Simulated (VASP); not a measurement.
# Os (P6_3/mmc) in VASP: a series of runs

The runs below take Os through single point, with LDA.

All numbers are computed with VASP 6.6.1; they aren't measurements. Logs are shortened: lines on timing, memory, paths and dates and some standing lists are left out, and cuts for length are marked.

**1. The cell of the first run**

Symmetry: P6_3/mmc, No. 194, hexagonal system. The conventional cell has a = 2.718 Å, b = 2.718 Å, c = 4.284 Å, α = 90.00°, β = 90.00°, γ = 120.00°. Within 3.5 Å of Os (site symmetry -6m2) lie 12 Os at 2.66 to 2.72 Å.

**2. Single point, LDA**

File INCAR:

```
ALGO     = Normal         # electronic algorithm
EDIFF    = 1E-6           # SCF threshold, eV
ENCUT    = 560            # plane-wave cutoff, eV
GGA      = CA             # functional
GGA_COMPAT= False        
ISIF     = 2              # what is computed and relaxed
ISMEAR   = -1             # smearing method
LASPH    = True           # aspherical terms in the spheres
LCHARG   = False          # write CHGCAR
LREAL    = False          # projectors in reciprocal space
LWAVE    = False          # write WAVECAR
NBANDS   = 23             # bands
NELM     = 120            # most SCF steps
PREC     = Accurate       # precision mode
SIGMA    = 0.3            # smearing width, eV
```

File KPOINTS:

```
k-points
0
Gamma
  13 13 8
```

File POSCAR:

```
Os
1.0
    2.7175247593      0.0000000000      0.0000000000
   -1.3587623796      2.3534454770      0.0000000000
    0.0000000000      0.0000000000      4.2844606214
Os
2
Direct
    0.3333333333      0.6666666667      0.2500000000
    0.6666666667      0.3333333333      0.7500000000
```

Potentials or basis: VASP PAW LDA potentials, release 64 (Os_sv_GW).

Started as:

```sh
$ cat potpaw_LDA.64/Os_sv_GW/POTCAR > POTCAR
$ mpirun -np 1 vasp_std > vasp.out
```

OUTCAR:

```text
EDIFF = 1E-6
   ENCUT = 560
   GGA = CA
   ISIF = 2
   ISMEAR = -1
   LASPH = True
   LREAL = False
   NELM = 120
   PREC = Accurate

 ion  position               nearest neighbor table
   1  0.333  0.667  0.250-   2 2.66   2 2.66   2 2.66   2 2.66   2 2.66   2 2.66
   2  0.667  0.333  0.750-   1 2.66   1 2.66   1 2.66   1 2.66   1 2.66   1 2.66

  LATTYP: Found a hexagonal cell.
 ALAT       =     2.7175247593
 C/A-ratio  =     1.5766040794

  Lattice vectors:

 A1 = (   2.7175247593,   0.0000000000,   0.0000000000)
 A2 = (  -1.3587623796,   2.3534454770,   0.0000000000)
 A3 = (   0.0000000000,   0.0000000000,   4.2844606214)

Analysis of symmetry for initial positions (statically):
=====================================================================
 Subroutine PRICEL returns:
 Original cell was already a primitive cell.

 Routine SETGRP: Setting up the symmetry group for a
 hexagonal supercell.

 Subroutine GETGRP returns: Found 24 space group operations
 (whereof 12 operations were pure point group operations)
 out of a pool of 24 trial point group operations.

The static configuration has the point symmetry D_3d.
 The point group associated with its full space group is D_6h.

Analysis of symmetry for dynamics (positions and initial velocities):
=====================================================================
 Subroutine PRICEL returns:
 Original cell was already a primitive cell.

 Routine SETGRP: Setting up the symmetry group for a
 hexagonal supercell.

 Subroutine GETGRP returns: Found 24 space group operations
 (whereof 12 operations were pure point group operations)
 out of a pool of 24 trial point group operations.

The dynamic configuration has the point symmetry D_3d.
 The point group associated with its full space group is D_6h.

 Subroutine INISYM returns: Found 24 space group operations
 (whereof 12 operations are pure point group operations),
 and found     1 'primitive' translations

----------------------------------------------------------------------------------------

                                     Primitive cell

  volume of cell :      27.4015

  direct lattice vectors                    reciprocal lattice vectors
     2.717524759  0.000000000  0.000000000     0.367981928  0.212454465  0.000000000
    -1.358762380  2.353445477  0.000000000     0.000000000  0.424908930  0.000000000
     0.000000000  0.000000000  4.284460621     0.000000000  0.000000000  0.233401608

  length of vectors
     2.717524759  2.717524759  4.284460621     0.424908930  0.424908930  0.233401608

  position of ions in fractional coordinates (direct lattice)
     0.333333333  0.666666667  0.250000000
     0.666666667  0.333333333  0.750000000

  ion indices of the primitive-cell ions
   primitive index   ion index
                 1           1
                 2           2

----------------------------------------------------------------------------------------

 KPOINTS: k-points

Automatic generation of k-mesh.
 Grid dimensions read from file:
 generate k-points for:   13   13    8

 Generating k-lattice:

  Cartesian coordinates                     Fractional coordinates (reciprocal lattice)
     0.028306302  0.016342651  0.000000000     0.076923077  0.000000000  0.000000000
     0.000000000  0.032685302  0.000000000     0.000000000  0.076923077  0.000000000
     0.000000000  0.000000000  0.029175201     0.000000000  0.000000000  0.125000000

  Length of vectors
     0.032685302  0.032685302  0.029175201

  Shift w.r.t. Gamma in fractional coordinates (k-lattice)
     0.000000000  0.000000000  0.000000000

 Subroutine IBZKPT returns following result:
 ===========================================

 Found    105 irreducible k-points:

 Following reciprocal coordinates:
            Coordinates               Weight
  0.000000  0.000000  0.000000      1.000000
  0.076923  0.000000  0.000000      6.000000
  0.153846 -0.000000  0.000000      6.000000
  0.230769 -0.000000  0.000000      6.000000
  0.307692 -0.000000  0.000000      6.000000
  0.384615 -0.000000  0.000000      6.000000
[... 16 lines left out ...]
  0.076923  0.000000  0.125000     12.000000
  0.153846 -0.000000  0.125000     12.000000
 [... further k-points ...]
   k-points           NKPTS =    105   k-points in BZ     NKDIM =    105   number of bands    NBANDS=     23
   number of dos      NEDOS =    301   number of ions     NIONS =      2
   total plane-waves  NPLWV =  20736
   dimension x,y,z NGX =    24 NGY =   24 NGZ =   36
   dimension x,y,z NGXF=    48 NGYF=   48 NGZF=   72
   ions per type =               2
   NGX,Y,Z   is equivalent  to a cutoff of  14.68, 14.68, 13.97 a.u.
   NGXF,Y,Z  is equivalent  to a cutoff of  29.36, 29.36, 27.94 a.u.
 SYSTEM =  unknown system
   PREC   = accura    normal or accurate (medium, high low for compatibility)
   ISTART =      0    job   : 0-new  1-cont  2-samecut
   ICHARG =      2    charge: 1-file 2-atom 10-const
   ISPIN  =      1    spin polarized calculation?
   LNONCOLLINEAR =      F non collinear calculations
   LSORBIT =      F    spin-orbit coupling
   LASPH  =      T    aspherical Exc in radial PAW
   ENCUT  =  560.0 eV  41.16 Ry    6.42 a.u.   5.24  5.24  8.27*2*pi/ulx,y,z
   NELM   =    120;   NELMIN=  2; NELMDL= -5     # of ELM steps
   EDIFF  = 0.1E-05   stopping-criterion for ELM
   LREAL  =      F    real-space projection
   EDIFFG = 0.1E-04   stopping-criterion for IOM
   NSW    =      0    number of steps for IOM
   IBRION =     -1    ionic relax: 0-MD 1-quasi-New 2-CG
   NFREE  =      0    steps in history (QN), initial steepest desc. (CG)
   ISIF   =      2    stress and relaxation
   ISYM   =      2    0-nonsym 1-usesym 2-fastsym
   POTIM  = 0.5000    time-step for ionic-motion
   TEBEG  =    0.0;   TEEND  =   0.0 temperature during run
   PSTRESS=    0.0 pullay stress
   NELECT =      32.0000    total number of electrons
   NUPDOWN=      -1.0000    fix difference up-down
   EMIN   =  10.00;   EMAX   =-10.00  energy-range for DOS
   EFERMI =   0.00;   METHOD = LEGACY
   ISMEAR =    -1;   SIGMA  =   0.30  broadening in eV -4-tet -1-fermi 0-gaus
   EFERMI_NEDOS =   21; number of points for ismear=-14 and -15
   IALGO  =     38    algorithm
   IMIX   =      4    mixing-type and parameters
     AMIX     =   0.40;   BMIX     =  1.00
     AMIX_MAG =   1.60;   BMIX_MAG =  1.00
  volume/ion in A,a.u.               =      13.70        92.46
  Fermi-wavevector in a.u.,A,eV,Ry     =   1.723985  3.257860 40.438219  2.972125
  Thomas-Fermi vector in A             =   2.799759
   LORBIT       =      0    0 simple, 1 ext, 2 COOP (PROOUT), +10 PAW based schemes
   GGA     = CA    functional components
   LHFCALC =     F    Hartree Fock is set to
   AEXX    =    0.0000 exact exchange contribution
   IVDW    =     0    specifies the selected vdW correction
   LEPSILON=     F    determine dielectric tensor
   LRPA    =     F    only Hartree local field effects (RPA)
 non-spin polarized calculation
  energy-cutoff  :      560.00
  volume of cell :       27.40
 maximum number of plane-waves:       836
 NGX is ok and might be reduce to    24
   NGX = 11   NGY = 11   NGZ = 17

 number of electron      31.9999999 magnetization

 Free energy of the ion-electron system (eV)
  ---------------------------------------------------
  ext. energy  EPLUGINS =         0.00000000
  ---------------------------------------------------
  free energy    TOTEN  =       -27.80055750 eV

  energy without entropy =      -27.42512281  energy(sigma->0) =      -27.61284015

 E-fermi :  13.9728     XC(G=0): -14.9427

 val. band max:       13.9661718317   @ k =   0.0769   0.0769   0.3750
 cond. band min:      13.9879300736   @ k =   0.3077   0.0769   0.2500
 fundamental gap:      0.0217582419
 Fermi energy:        13.9728318492

 k-point     1 :       0.0000    0.0000    0.0000
  band No.  band energies     occupation
      1     -72.3167      2.00000
      2     -72.1853      2.00000
      3     -32.5991      2.00000
      4     -31.5736      2.00000
      5     -31.5736      2.00000
      6     -31.3787      2.00000
[... 15 lines left out ...]
     22      27.2919      0.00000
     23      29.7720      0.00000

 k-point     2 :       0.0769    0.0000    0.0000
  band No.  band energies     occupation
      1     -72.3111      2.00000
      2     -72.1833      2.00000
      3     -32.5770      2.00000
      4     -31.6206      2.00000
      5     -31.5896      2.00000
      6     -31.4278      2.00000
[... 15 lines left out ...]
     22      27.8113      0.00000
     23      30.0871      0.00000

 k-point     3 :       0.1538   -0.0000    0.0000
  band No.  band energies     occupation
      1     -72.2960      2.00000
      2     -72.1782      2.00000
      3     -32.5131      2.00000
      4     -31.7508      2.00000
      5     -31.6330      2.00000
      6     -31.5620      2.00000
[... 15 lines left out ...]
     22      29.0842      0.00000
     23      30.6809      0.00000

 k-point     4 :       0.2308   -0.0000    0.0000
  band No.  band energies     occupation
      1     -72.2738      2.00000
      2     -72.1712      2.00000
      3     -32.4148      2.00000
      4     -31.9330      2.00000
      5     -31.7446      2.00000
      6     -31.6911      2.00000
[... 15 lines left out ...]
     22      28.8121      0.00000
     23      29.8201      0.00000

 k-point     5 :       0.3077   -0.0000    0.0000
  band No.  band energies     occupation
      1     -72.2486      2.00000
      2     -72.1659      2.00000
      3     -32.2944      2.00000
      4     -32.1261      2.00000
      5     -31.9315      2.00000
      6     -31.7511      2.00000
[... 15 lines left out ...]
     22      26.2109      0.00000
     23      28.5870      0.00000

 k-point     6 :       0.3846   -0.0000    0.0000
  band No.  band energies     occupation
      1     -72.2254      2.00000
      2     -72.1637      2.00000
      3     -32.2852      2.00000
      4     -32.1716      2.00000
      5     -32.0814      2.00000
      6     -31.7989      2.00000
[... 15 lines left out ...]
     22      24.9104      0.00000
     23      27.0526      0.00000

 k-point     7 :       0.4615   -0.0000    0.0000
  band No.  band energies     occupation
      1     -72.2102      2.00000
      2     -72.1646      2.00000
      3     -32.3750      2.00000
      4     -32.1639      2.00000
      5     -32.0815      2.00000
      6     -31.8253      2.00000
[... 353 lines left out ...]
     22      26.0627      0.00000
     23      28.5648      0.00000

 k-point    21 :       0.3077    0.3077    0.0000
  band No.  band energies     occupation
      1     -72.1851      2.00000
      2     -72.1723      2.00000
      3     -32.2454      2.00000
      4     -32.0765      2.00000
      5     -32.0133      2.00000
      6     -31.9094      2.00000
[... 15 lines left out ...]
     22      27.0970      0.00000
     23      29.3292      0.00000

 k-point    22 :       0.0000    0.0000    0.1250
  band No.  band energies     occupation
      1     -72.3113      2.00000
      2     -72.1902      2.00000
      3     -32.5529      2.00000
      4     -31.5663      2.00000
      5     -31.5663      2.00000
      6     -31.3859      2.00000
[... 15 lines left out ...]
     22      26.8843      0.00000
     23      30.4534      0.00000

 k-point    23 :       0.0769    0.0000    0.1250
  band No.  band energies     occupation
      1     -72.3062      2.00000
      2     -72.1880      2.00000
      3     -32.5330      2.00000
      4     -31.6120      2.00000
      5     -31.5818      2.00000
      6     -31.4531      2.00000
[... 15 lines left out ...]
     22      27.3959      0.00000
     23      30.7375      0.00000

 k-point    24 :       0.1538   -0.0000    0.1250
  band No.  band energies     occupation
      1     -72.2915      2.00000
      2     -72.1825      2.00000
      3     -32.4769      2.00000
      4     -31.7382      2.00000
      5     -31.6243      2.00000
      6     -31.5939      2.00000
[... 15 lines left out ...]
     22      28.7024      0.00000
     23      30.7334      0.00000

 [... further k-points ...]

------------------------ aborting loop because EDIFF is reached ----------------------------------------

  FORCE on cell =-STRESS in cart. coord.  units (eV):
  Direction    XX          YY          ZZ          XY          YZ          ZX
  --------------------------------------------------------------------------------------
  -------------------------------------------------------------------------------------
  Total        0.2464404      0.2464404      0.5641764      0.0000000      0.0000000     -0.0000000
  in kB       14.4094934     14.4094934     32.9876755      0.0000000      0.0000000     -0.0000000
  external PRESSURE =      20.6022208 kB  Pullay stress =       0.0000000 kB

 VOLUME and BASIS-vectors are now :
 -----------------------------------------------------------------------------
  energy-cutoff  :      560.00
  volume of cell :       27.40
      direct lattice vectors                 reciprocal lattice vectors
     2.717524759  0.000000000  0.000000000     0.367981928  0.212454465  0.000000000
    -1.358762380  2.353445477  0.000000000     0.000000000  0.424908930  0.000000000
     0.000000000  0.000000000  4.284460621     0.000000000  0.000000000  0.233401608

 POSITION                                       TOTAL-FORCE (eV/Angst)
 -----------------------------------------------------------------------------------
     -0.00000      1.56896      1.07112         0.000000      0.000000      0.000000
      1.35876      0.78448      3.21335        -0.000000      0.000000      0.000000
 -----------------------------------------------------------------------------------
    total drift:                               -0.000000      0.000000     -0.000000

  FREE ENERGIE OF THE ION-ELECTRON SYSTEM (eV)
  ---------------------------------------------------
  free  energy   TOTEN  =       -27.8005574974 eV

  energy  without entropy=      -27.4251228107  energy(sigma->0) =      -27.61284015
```

Wall time 37 s (1 thread of Intel Xeon Platinum 8488C (Sapphire Rapids), shared host); peak memory 0.19 GiB.

Results:

```
Free energy            : -27.8006 eV
Pressure               : 2.1 GPa
Band gap on the k mesh : zero (bands 16 and 17 overlap by 3.97 eV)
```

Stress tensor (GPa, compression positive):
```
1.44 0.00 0.00
0.00 1.44 0.00
0.00 0.00 3.30
```

Caveat: so wide a smearing shifts energies and pressures; spin-orbit coupling is left out, which moves the levels of the heavy elements.

[end of part 1 of 2]

The gap in the log of VASP goes by the Fermi energy; the results here count the filled bands.